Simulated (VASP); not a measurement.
Set up this calculation in VASP 6.6.1, as the native input.

- Task: single point
- Functional: r2SCAN
- Potentials or basis: VASP PAW PBE potentials, release 64 (Zn, S)
- Cutoff: 520 eV
- k mesh: 9 × 9 × 4
- Occupations: gaussian, width 0.01 eV
- Spin: no spin polarisation
- Dipole correction: no
- Further INCAR settings: ALGO = Normal; EDIFF = 1e-06; NBANDS = 26

The system is ZnS.

```xyz
4
Lattice="3.8070 0.0000 0.0000 -1.9035 3.2969 0.0000 0.0000 0.0000 6.2466" Properties=species:S:1:pos:R:3 pbc="T T T"
Zn    0.0000    2.1979   -0.3904
Zn    1.9035    1.0990    2.7329
S     0.0000    2.1979    2.7329
S     1.9035    1.0990    5.8562
```

One way to write it, as run:

POSCAR

```
ZnS
1.0
    3.8069588183      0.0000000000      0.0000000000
   -1.9034794091      3.2969230478      0.0000000000
    0.0000000000      0.0000000000      6.2466339621
Zn S
2 2
Direct
    0.3333333333      0.6666666667     -0.0625000000
    0.6666666667      0.3333333333      0.4375000000
    0.3333333333      0.6666666667      0.4375000000
    0.6666666667      0.3333333333      0.9375000000
```

INCAR.step1

```
PREC = Accurate
ENCUT = 520
ISMEAR = 0
SIGMA = 0.01
LREAL = F
LASPH = T
NELM = 100
NBANDS = 26
GGA = PE
ALGO = Normal
EDIFF = 1E-4
LWAVE = T
LCHARG = F
```

INCAR.step2

```
PREC = Accurate
ENCUT = 520
EDIFF = 1E-6
ISMEAR = 0
SIGMA = 0.01
LREAL = F
LASPH = T
NELM = 100
ALGO = Normal
ISIF = 2
LWAVE = F
LCHARG = F
METAGGA = R2SCAN
LMIXTAU = T
NBANDS = 26
ISTART = 1
```

KPOINTS

```
regular mesh
0
Gamma
  9 9 4
```

Potentials or basis: VASP PAW PBE potentials, release 64 (Zn, S).

Command:

```sh
$ cat potpaw_PBE.64/Zn/POTCAR potpaw_PBE.64/S/POTCAR > POTCAR
$ cp INCAR.step1 INCAR
$ mpirun -np 1 vasp_std > vasp.out
$ cp INCAR.step2 INCAR
$ mpirun -np 1 vasp_std > vasp.out
```

Results of the run:

The pressure is 5.8 GPa. The band gap on the k mesh is 3.12 eV.

Caveat: the cell stands under pressure; the PAW data sets were made with another functional, which shifts forces and pressure a little; an odd mesh through Γ misses points on the zone boundary, where band edges can lie.

Run time: 98 s on 1 thread of Intel(R) Xeon(R) 6975P-C (Granite Rapids) (shared host), peak memory 0.23 GiB.
